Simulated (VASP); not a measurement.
Set up this calculation in VASP 6.6.1, as the native input.

```yaml
Task: single point
Functional: PBEsol
Potentials_or_basis: VASP PAW PBE potentials, release 64 (Ir)
Cutoff: 500 eV
k_mesh: 18 × 18 × 18
Occupations: gaussian, width 0.1 eV
Spin: no spin polarisation
Dipole_correction: no
Further_INCAR_settings: ALGO = Normal; EDIFF = 1e-06; NBANDS = 10
```

The structure of Ir lies in POSCAR:

```
Ir
1.0
    0.0000000000      1.9150345295      1.9150345295
    1.9150345295      0.0000000000      1.9150345295
    1.9150345295      1.9150345295      0.0000000000
Ir
1
Direct
    0.0000000000      0.0000000000      0.0000000000
```

The input as run:

INCAR

```
PREC = Accurate
ENCUT = 500
EDIFF = 1E-6
ISMEAR = 0
SIGMA = 0.1
LREAL = False
LASPH = True
NELM = 120
ALGO = Normal
ISIF = 2
LWAVE = False
LCHARG = False
GGA = PS
NBANDS = 10
GGA_COMPAT = False
```

KPOINTS

```
regular mesh
0
Gamma
  18 18 18
```

Potentials or basis: VASP PAW PBE potentials, release 64 (Ir).

Command:

```console
$ cat potpaw_PBE.64/Ir/POTCAR > POTCAR
$ mpirun -np 1 vasp_std > vasp.out
```

It gave:

| Item | Value |
| --- | --- |
| Pressure | 1.0 GPa |
| Band gap on the k mesh | zero (an odd number of electrons rules out a gap without spin polarisation) |

Caveat: the PAW data sets were made with another functional, which shifts forces and pressure a little; spin-orbit coupling is left out, which moves the levels of the heavy elements.

It took 9.8 s on 1 thread of Intel(R) Xeon(R) 6975P-C (Granite Rapids), with other jobs on the host, peak memory 0.14 GiB.
